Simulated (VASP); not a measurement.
Wanted: the native input for a VASP 6.6.1 run.

```yaml
Task: single point
Functional: PBE
Potentials_or_basis: VASP PAW PBE potentials, release 64 (Rb_sv, Cl)
Cutoff: 500 eV
k_mesh: 6 × 6 × 6
Occupations: fermi-dirac, width 0.03 eV
Spin: no spin polarisation
Dipole_correction: no
Further_INCAR_settings: ALGO = Normal; EDIFF = 1e-06; NBANDS = 15
```

The structure of RbCl lies in POSCAR:

```
RbCl
1.0
    0.0000000000      3.2740000000      3.2740000000
    3.2740000000      0.0000000000      3.2740000000
    3.2740000000      3.2740000000      0.0000000000
Rb Cl
1 1
Direct
    0.0000000000      0.0000000000      0.0000000000
    0.5000000000      0.5000000000      0.5000000000
```

One way to write it, as run:

INCAR

```
SYSTEM = RbCl
ALGO = Normal
EDIFF = 1E-6
ENCUT = 500
GGA = PE
GGA_COMPAT = .FALSE.
ISIF = 2
ISMEAR = -1
LASPH = .TRUE.
LCHARG = .FALSE.
LREAL = .FALSE.
LWAVE = .FALSE.
NBANDS = 15
NELM = 120
PREC = Accurate
SIGMA = 0.03
```

KPOINTS

```
k-points
0
G
  6 6 6
  0 0 0
```

Potentials or basis: VASP PAW PBE potentials, release 64 (Rb_sv, Cl).

Command:

```console
$ cat potpaw_PBE.64/Rb_sv/POTCAR potpaw_PBE.64/Cl/POTCAR > POTCAR
$ mpirun -np 1 vasp_std > vasp.out
```

Results of the run:

The pressure is 1.2 GPa and the band gap on the k mesh is 5.05 eV.

Wall time 29 s on 1 thread of Intel Xeon 8259CL, on a shared host, peak memory 0.2 GiB.
